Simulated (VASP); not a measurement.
# Mg2ZnO3 (P-3m1) in VASP: single point with r2SCAN

Aim: the single point of Mg2ZnO3 with r2SCAN.

All numbers are computed with VASP 6.6.1; they aren't measurements. Logs are shortened: lines on timing, memory, paths and dates and some standing lists are left out, and cuts for length are marked.

## 1. The cell of the first run

It takes space group P-3m1 (No. 164, trigonal). Conventional cell: a = 2.991 Å, b = 2.991 Å, c = 7.306 Å, α = 90.00°, β = 90.00°, γ = 120.00°. Within 2.8 Å of Mg (site symmetry 3m) lie 6 O at 2.10 to 2.11 Å. Within 2.8 Å of Zn (site symmetry -3m) lie 6 O at 2.13 Å. Within 2.8 Å of O (site symmetry 3m) lie 3 Mg at 2.10 Å and 3 Zn at 2.13 Å. Within 2.8 Å of O (site symmetry -3m) lie 6 Mg at 2.11 Å.

## 2. Single point, r2SCAN

The input, POSCAR:

```
Mg2ZnO3
1.0
    2.9912043482      0.0000000000      0.0000000000
   -1.4956021741      2.5904589534      0.0000000000
    0.0000000000      0.0000000000      7.3061051300
Mg Zn O
2 1 3
Direct
    0.3333333333      0.6666666667      0.6659208989
    0.6666666667      0.3333333333      0.3340791011
    0.0000000000      0.0000000000      0.0000000000
    0.3333333333      0.6666666667      0.1717360259
    0.6666666667      0.3333333333      0.8282639741
    0.0000000000      0.0000000000      0.5000000000
```

The input, INCAR.step1:

```
ALGO = Normal ; EDIFF = 1E-4
ENCUT = 520 ; GGA = PE
ISMEAR = 0 ; LASPH = T
LCHARG = F ; LREAL = F
LWAVE = T ; NBANDS = 26
NELM = 100 ; PREC = Accurate
SIGMA = 0.01
```

The input, INCAR.step2:

```
ALGO = Normal ; EDIFF = 1E-7
ENCUT = 520 ; ISIF = 2
ISMEAR = 0 ; ISTART = 1
LASPH = T ; LCHARG = T
LELF = T ; LMIXTAU = T
LREAL = F ; LVHAR = T
LWAVE = F ; METAGGA = R2SCAN
NBANDS = 26 ; NELM = 100
PREC = Accurate ; SIGMA = 0.01
```

The input, KPOINTS:

```
k-points
0
Gamma
  12 12 4
```

Potentials or basis: VASP PAW PBE potentials, release 64 (Mg, Zn, O).

The run is started by

```
$ cat potpaw_PBE.64/Mg/POTCAR potpaw_PBE.64/Zn/POTCAR potpaw_PBE.64/O/POTCAR > POTCAR
$ cp INCAR.step1 INCAR
$ mpirun -np 1 vasp_std > vasp.out
$ cp INCAR.step2 INCAR
$ mpirun -np 1 vasp_std > vasp.out
```

OUTCAR:

```text
EDIFF = 1E-7
   ENCUT = 520
   ISIF = 2
   ISMEAR = 0
   ISTART = 1
   LASPH = T
   LREAL = F
   METAGGA = R2SCAN
   NELM = 100
   PREC = Accurate

 ion  position               nearest neighbor table
   1  0.333  0.667  0.666-   5 2.10   5 2.10   5 2.10   6 2.11   6 2.11   6 2.11   2 2.98   2 2.98
                             2 2.98   3 2.99   3 2.99   3 2.99
   2  0.667  0.333  0.334-   4 2.10   4 2.10   4 2.10   6 2.11   6 2.11   6 2.11   1 2.98   1 2.98
                             1 2.98   3 2.99   3 2.99   3 2.99
   3  0.000  0.000  0.000-   4 2.13   5 2.13   4 2.13   5 2.13   5 2.13   4 2.13   1 2.99   2 2.99
                             1 2.99   2 2.99   1 2.99   2 2.99
   4  0.333  0.667  0.172-   2 2.10   2 2.10   2 2.10   3 2.13   3 2.13   3 2.13
   5  0.667  0.333  0.828-   1 2.10   1 2.10   1 2.10   3 2.13   3 2.13   3 2.13
   6  0.000  0.000  0.500-   1 2.11   2 2.11   1 2.11   2 2.11   2 2.11   1 2.11

  LATTYP: Found a hexagonal cell.
 ALAT       =     2.9912043482
 C/A-ratio  =     2.4425295899

  Lattice vectors:

 A1 = (   2.9912043482,   0.0000000000,   0.0000000000)
 A2 = (  -1.4956021741,   2.5904589534,   0.0000000000)
 A3 = (   0.0000000000,   0.0000000000,   7.3061051300)

Analysis of symmetry for initial positions (statically):
=====================================================================
 Subroutine PRICEL returns:
 Original cell was already a primitive cell.

 Routine SETGRP: Setting up the symmetry group for a
 hexagonal supercell.

 Subroutine GETGRP returns: Found 12 space group operations
 (whereof 12 operations were pure point group operations)
 out of a pool of 24 trial point group operations.

The static configuration has the point symmetry D_3d.

Analysis of symmetry for dynamics (positions and initial velocities):
=====================================================================
 Subroutine PRICEL returns:
 Original cell was already a primitive cell.

 Routine SETGRP: Setting up the symmetry group for a
 hexagonal supercell.

 Subroutine GETGRP returns: Found 12 space group operations
 (whereof 12 operations were pure point group operations)
 out of a pool of 24 trial point group operations.

The dynamic configuration has the point symmetry D_3d.

 Subroutine INISYM returns: Found 12 space group operations
 (whereof 12 operations are pure point group operations),
 and found     1 'primitive' translations

----------------------------------------------------------------------------------------

                                     Primitive cell

  volume of cell :      56.6120

  direct lattice vectors                    reciprocal lattice vectors
     2.991204348  0.000000000  0.000000000     0.334313502  0.193015990  0.000000000
    -1.495602174  2.590458953  0.000000000     0.000000000  0.386031980  0.000000000
     0.000000000  0.000000000  7.306105130     0.000000000  0.000000000  0.136871833

  length of vectors
     2.991204348  2.991204348  7.306105130     0.386031980  0.386031980  0.136871833

  position of ions in fractional coordinates (direct lattice)
     0.333333333  0.666666667  0.665920899
     0.666666667  0.333333333  0.334079101
     0.000000000  0.000000000  0.000000000
     0.333333333  0.666666667  0.171736026
     0.666666667  0.333333333  0.828263974
     0.000000000  0.000000000  0.500000000

  ion indices of the primitive-cell ions
   primitive index   ion index
                 1           1
                 2           2
                 3           3
                 4           4
                 5           5
                 6           6

----------------------------------------------------------------------------------------

 KPOINTS: k-points

Automatic generation of k-mesh.
 Grid dimensions read from file:
 generate k-points for:   12   12    4

 Generating k-lattice:

  Cartesian coordinates                     Fractional coordinates (reciprocal lattice)
     0.027859458  0.016084666  0.000000000     0.083333333  0.000000000  0.000000000
     0.000000000  0.032169332  0.000000000     0.000000000  0.083333333  0.000000000
     0.000000000  0.000000000  0.034217958     0.000000000  0.000000000  0.250000000

  Length of vectors
     0.032169332  0.032169332  0.034217958

  Shift w.r.t. Gamma in fractional coordinates (k-lattice)
     0.000000000  0.000000000  0.000000000

 Subroutine IBZKPT returns following result:
 ===========================================

 Found     69 irreducible k-points:

 Following reciprocal coordinates:
            Coordinates               Weight
  0.000000  0.000000  0.000000      1.000000
  0.083333  0.000000  0.000000      6.000000
  0.166667 -0.000000  0.000000      6.000000
  0.250000  0.000000  0.000000      6.000000
  0.333333  0.000000  0.000000      6.000000
  0.416667  0.000000  0.000000      6.000000
[... 16 lines left out ...]
  0.166667 -0.000000  0.250000      6.000000
  0.000000  0.166667  0.250000      6.000000
 [... further k-points ...]
   k-points           NKPTS =     69   k-points in BZ     NKDIM =     69   number of bands    NBANDS=     26
   number of dos      NEDOS =    301   number of ions     NIONS =      6
   total plane-waves  NPLWV =  31104
   dimension x,y,z NGX =    24 NGY =   24 NGZ =   54
   dimension x,y,z NGXF=    48 NGYF=   48 NGZF=  108
   ions per type =               2   1   3
   NGX,Y,Z   is equivalent  to a cutoff of  13.34, 13.34, 12.29 a.u.
   NGXF,Y,Z  is equivalent  to a cutoff of  26.68, 26.68, 24.57 a.u.
 SYSTEM =  unknown system
   PREC   = accura    normal or accurate (medium, high low for compatibility)
   ISTART =      1    job   : 0-new  1-cont  2-samecut
   ICHARG =      0    charge: 1-file 2-atom 10-const
   ISPIN  =      1    spin polarized calculation?
   LNONCOLLINEAR =      F non collinear calculations
   LSORBIT =      F    spin-orbit coupling
   LASPH  =      T    aspherical Exc in radial PAW
   ENCUT  =  520.0 eV  38.22 Ry    6.18 a.u.   5.56  5.56 13.58*2*pi/ulx,y,z
   NELM   =    100;   NELMIN=  2; NELMDL=  0     # of ELM steps
   EDIFF  = 0.1E-06   stopping-criterion for ELM
   LREAL  =      F    real-space projection
   EDIFFG = 0.1E-05   stopping-criterion for IOM
   NSW    =      0    number of steps for IOM
   IBRION =     -1    ionic relax: 0-MD 1-quasi-New 2-CG
   NFREE  =      0    steps in history (QN), initial steepest desc. (CG)
   ISIF   =      2    stress and relaxation
   ISYM   =      2    0-nonsym 1-usesym 2-fastsym
   POTIM  = 0.5000    time-step for ionic-motion
   TEBEG  =    0.0;   TEEND  =   0.0 temperature during run
   PSTRESS=    0.0 pullay stress
   NELECT =      34.0000    total number of electrons
   NUPDOWN=      -1.0000    fix difference up-down
   EMIN   =  10.00;   EMAX   =-10.00  energy-range for DOS
   EFERMI =   0.00;   METHOD = LEGACY
   ISMEAR =     0;   SIGMA  =   0.01  broadening in eV -4-tet -1-fermi 0-gaus
   EFERMI_NEDOS =   21; number of points for ismear=-14 and -15
   IALGO  =     38    algorithm
   IMIX   =      4    mixing-type and parameters
     AMIX     =   0.40;   BMIX     =  1.00
     AMIX_MAG =   1.60;   BMIX_MAG =  1.00
  volume/ion in A,a.u.               =       9.44        63.67
  Fermi-wavevector in a.u.,A,eV,Ry     =   1.381226  2.610140 25.957013  1.907787
  Thomas-Fermi vector in A             =   2.506030
   LORBIT       =      0    0 simple, 1 ext, 2 COOP (PROOUT), +10 PAW based schemes
   METAGGA = R2SCAN    functional components
   LHFCALC =     F    Hartree Fock is set to
   AEXX    =    0.0000 exact exchange contribution
   IVDW    =     0    specifies the selected vdW correction
   LEPSILON=     F    determine dielectric tensor
   LRPA    =     F    only Hartree local field effects (RPA)
 non-spin polarized calculation
 Gauss-broadening in eV      SIGMA  =   0.01
  energy-cutoff  :      520.00
  volume of cell :       56.61
 maximum number of plane-waves:      1563
 NGX is ok and might be reduce to    24
   NGX = 11   NGY = 11   NGZ = 27

 number of electron      34.0000006 magnetization

 Free energy of the ion-electron system (eV)
  ---------------------------------------------------
  ext. energy  EPLUGINS =         0.00000000
  ---------------------------------------------------
  free energy    TOTEN  =       -50.27428014 eV

  energy without entropy =      -50.27428014  energy(sigma->0) =      -50.27428014

 E-fermi :   2.9247     XC(G=0): -12.1368

 val. band max:        2.7821863789   @ k =   0.0000   0.0000   0.5000
 cond. band min:       6.6570087028   @ k =   0.0000   0.0000   0.0000
 fundamental gap:      3.8748223239
 Fermi energy:         2.9247025630

 k-point     1 :       0.0000    0.0000    0.0000
  band No.  band energies     occupation
      1     -16.0253      2.00000
      2     -15.1772      2.00000
      3     -14.9579      2.00000
      4      -2.8974      2.00000
      5      -2.0604      2.00000
      6      -2.0604      2.00000
[... 18 lines left out ...]
     25      19.5976      0.00000
     26      19.5976      0.00000

 k-point     2 :       0.0833    0.0000    0.0000
  band No.  band energies     occupation
      1     -15.9596      2.00000
      2     -15.1419      2.00000
      3     -14.9195      2.00000
      4      -2.8236      2.00000
      5      -2.1840      2.00000
      6      -2.0364      2.00000
[... 18 lines left out ...]
     25      18.7822      0.00000
     26      19.5977      0.00000

 k-point     3 :       0.1667   -0.0000    0.0000
  band No.  band energies     occupation
      1     -15.7727      2.00000
      2     -15.0450      2.00000
      3     -14.8140      2.00000
      4      -2.6287      2.00000
      5      -2.3750      2.00000
      6      -1.9812      2.00000
[... 18 lines left out ...]
     25      18.1377      0.00000
     26      18.8279      0.00000

 k-point     4 :       0.2500    0.0000    0.0000
  band No.  band energies     occupation
      1     -15.4966      2.00000
      2     -14.9114      2.00000
      3     -14.6686      2.00000
      4      -2.5799      2.00000
      5      -2.3071      2.00000
      6      -1.9461      2.00000
[... 18 lines left out ...]
     25      17.0304      0.00000
     26      18.8644      0.00000

 k-point     5 :       0.3333    0.0000    0.0000
  band No.  band energies     occupation
      1     -15.1849      2.00000
      2     -14.7806      2.00000
      3     -14.5256      2.00000
      4      -2.7118      2.00000
      5      -2.3899      2.00000
      6      -1.9762      2.00000
[... 18 lines left out ...]
     25      16.6047      0.00000
     26      18.6696      0.00000

 k-point     6 :       0.4167    0.0000    0.0000
  band No.  band energies     occupation
      1     -14.9082      2.00000
      2     -14.7036      2.00000
      3     -14.4288      2.00000
      4      -3.0356      2.00000
      5      -2.3821      2.00000
      6      -2.0099      2.00000
[... 427 lines left out ...]
 k-point    21 :       0.0833    0.0000    0.2500
  band No.  band energies     occupation
      1     -15.8926      2.00000
      2     -15.3666      2.00000
      3     -14.7566      2.00000
      4      -3.0145      2.00000
      5      -2.1364      2.00000
      6      -2.0368      2.00000
[... 18 lines left out ...]
     25      18.5759      0.00000
     26      19.7289      0.00000

 k-point    22 :       0.0000    0.0833    0.2500
  band No.  band energies     occupation
      1     -15.8928      2.00000
      2     -15.3660      2.00000
      3     -14.7570      2.00000
      4      -3.0129      2.00000
      5      -2.1398      2.00000
      6      -2.0370      2.00000
[... 18 lines left out ...]
     25      18.5830      0.00000
     26      19.6289      0.00000

 k-point    23 :       0.1667   -0.0000    0.2500
  band No.  band energies     occupation
      1     -15.7113      2.00000
      2     -15.2371      2.00000
      3     -14.6798      2.00000
      4      -2.7906      2.00000
      5      -2.2667      2.00000
      6      -1.9816      2.00000
[... 18 lines left out ...]
     25      18.6095      0.00000
     26      18.8060      0.00000

 k-point    24 :       0.0000    0.1667    0.2500
  band No.  band energies     occupation
      1     -15.7125      2.00000
      2     -15.2346      2.00000
      3     -14.6811      2.00000
      4      -2.7689      2.00000
      5      -2.3063      2.00000
      6      -1.9820      2.00000
[... 18 lines left out ...]
     25      18.5400      0.00000
     26      18.8383      0.00000

 [... further k-points ...]

------------------------ aborting loop because EDIFF is reached ----------------------------------------

  FORCE on cell =-STRESS in cart. coord.  units (eV):
  Direction    XX          YY          ZZ          XY          YZ          ZX
  --------------------------------------------------------------------------------------
  -------------------------------------------------------------------------------------
  Total       -0.1120310     -0.1120310     -0.0742799     -0.0000000      0.0000000     -0.0000000
  in kB       -3.1705901     -3.1705901     -2.1021968     -0.0000000      0.0000000     -0.0000000
  external PRESSURE =      -2.8144590 kB  Pullay stress =       0.0000000 kB

 VOLUME and BASIS-vectors are now :
 -----------------------------------------------------------------------------
  energy-cutoff  :      520.00
  volume of cell :       56.61
      direct lattice vectors                 reciprocal lattice vectors
     2.991204348  0.000000000  0.000000000     0.334313502  0.193015990  0.000000000
    -1.495602174  2.590458953  0.000000000     0.000000000  0.386031980  0.000000000
     0.000000000  0.000000000  7.306105130     0.000000000  0.000000000  0.136871833

 POSITION                                       TOTAL-FORCE (eV/Angst)
 -----------------------------------------------------------------------------------
     -0.00000      1.72697      4.86529         0.000000      0.000000     -0.005776
      1.49560      0.86349      2.44082        -0.000000      0.000000      0.005776
      0.00000      0.00000      0.00000        -0.000000      0.000000      0.000000
     -0.00000      1.72697      1.25472        -0.000000      0.000000      0.104044
      1.49560      0.86349      6.05138        -0.000000     -0.000000     -0.104044
      0.00000      0.00000      3.65305        -0.000000      0.000000      0.000000
 -----------------------------------------------------------------------------------
    total drift:                                0.000000     -0.000000      0.000000

  FREE ENERGIE OF THE ION-ELECTRON SYSTEM (eV)
  ---------------------------------------------------
  free  energy   TOTEN  =       -50.2742801433 eV

  energy  without entropy=      -50.2742801433  energy(sigma->0) =      -50.27428014
```

It took 8.4 min on 1 thread of Intel Xeon 8259CL, shared host; peak memory 0.25 GiB.

Results:

| Item | Value |
| --- | --- |
| Free energy | -50.2743 eV |
| Pressure | -0.3 GPa |
| Largest force | 0.104 eV/Å |
| Band gap on the k mesh | 3.87 eV (least direct gap 3.96 eV) |

Forces in eV/Å, atoms in the order of the input:
```
Mg   0.000  0.000 -0.006
Mg   0.000  0.000  0.006
Zn   0.000  0.000  0.000
O    0.000  0.000  0.104
O    0.000  0.000 -0.104
O    0.000  0.000  0.000
```

Stress tensor (GPa, compression positive):
```
-0.32  0.00  0.00
 0.00 -0.32  0.00
 0.00  0.00 -0.21
```

Caveat: the PAW data sets were made with another functional, which shifts forces and pressure a little. A k mesh can miss the band edges.
